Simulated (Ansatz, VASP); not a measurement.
## One calculation of ZrS2, two programs

File POSCAR:

```
ZrS2
1.0
    3.6743990828      0.0000000000      0.0000000000
   -1.8371995414      3.1821229494      0.0000000000
    0.0000000000      0.0000000000      5.8568562426
Zr S
1 2
Direct
    0.0000000000      0.0000000000      0.0000000000
    0.3333333333      0.6666666667      0.2462324613
    0.6666666667      0.3333333333      0.7537675387
```

The input INCAR.step1:

```
SYSTEM = ZrS2
  ALGO = Normal
  EDIFF = 1E-5
  ENCUT = 400
  GGA = PE
  GGA_COMPAT = .FALSE.
  ISIF = 2
  ISMEAR = 0
  LASPH = .TRUE.
  LCHARG = .FALSE.
  LREAL = .FALSE.
  LWAVE = .TRUE.
  NBANDS = 19
  NELM = 120
  PREC = Accurate
  SIGMA = 0.01
```

INCAR.step2

```
SYSTEM = ZrS2
  AEXX = 0.3
  ALGO = Normal
  EDIFF = 1E-6
  ENCUT = 400
  GGA = PE
  GGA_COMPAT = .FALSE.
  HFSCREEN = 0.2078
  ISIF = 2
  ISMEAR = 0
  ISTART = 1
  LASPH = .TRUE.
  LCHARG = .FALSE.
  LHFCALC = .TRUE.
  LREAL = .FALSE.
  LWAVE = .FALSE.
  NBANDS = 19
  NELM = 120
  PREC = Accurate
  PRECFOCK = Normal
  SIGMA = 0.01
```

File KPOINTS:

```
k-points
0
G
  6 6 2
  0 0 0
```

Input for Ansatz:

```yaml
crystal:
  lattice:
    - [3.6743990828, 0.0, 0.0]
    - [-1.8371995414, 3.1821229494, 0.0]
    - [0.0, 0.0, 5.8568562426]
  atoms:
    - { symbol: Zr, position: [0.0, 0.0, 0.0] }
    - { symbol: S, position: [0.3333333333, 0.6666666667, 0.2462324613] }
    - { symbol: S, position: [0.6666666667, 0.3333333333, 0.7537675387] }
kpoints:
  mp_grid: { grid: [6, 6, 2] }
hamiltonian:
  xc:
    exchange: pbe
    correlation: pbe
    exx: { coeff: 0.3, omega: 0.2078 }
scf:
  occupations: { method: fixed }
  n_extra_bands: 4
output:
  forces: true
  stress: true
  eigenvalues: true
```

Alike in both runs: task single point; functional PBE-based screened hybrid; k mesh 6 × 6 × 2; no spin polarisation.

|  | VASP | Ansatz |
| --- | --- | --- |
| version | VASP 6.6.1 | Ansatz 0.2.0 |
| potentials or method | VASP PAW PBE potentials, release 64 (Zr_sv, S) | plane waves |
| plane-wave cutoff (eV) | 400 | 420 |
| occupations | gaussian, width 0.01 eV | fixed |
| valence electrons in the cell | 24 | 24 |

```csv
,VASP,Ansatz,Ansatz less VASP
gap on the k mesh at the Fermi level (eV),1.85,1.86,+0.002
pressure (GPa),-0.2,-0.1,+0.14
"traceless stress, the component that is largest in VASP (GPa)",0.42,0.40,-0.021
rms of the force components (eV/Å),0.108,0.110,+0.0017
```

VASP's potentials were made for PBE, not for PBE-based screened hybrid. Atom by atom the forces differ by 0.002 eV/Å (rms over components). Ansatz's warnings: stress exchange threshold loose, stress scf threshold loose.

The k mesh is coarse, so the values compare programs but aren't converged.
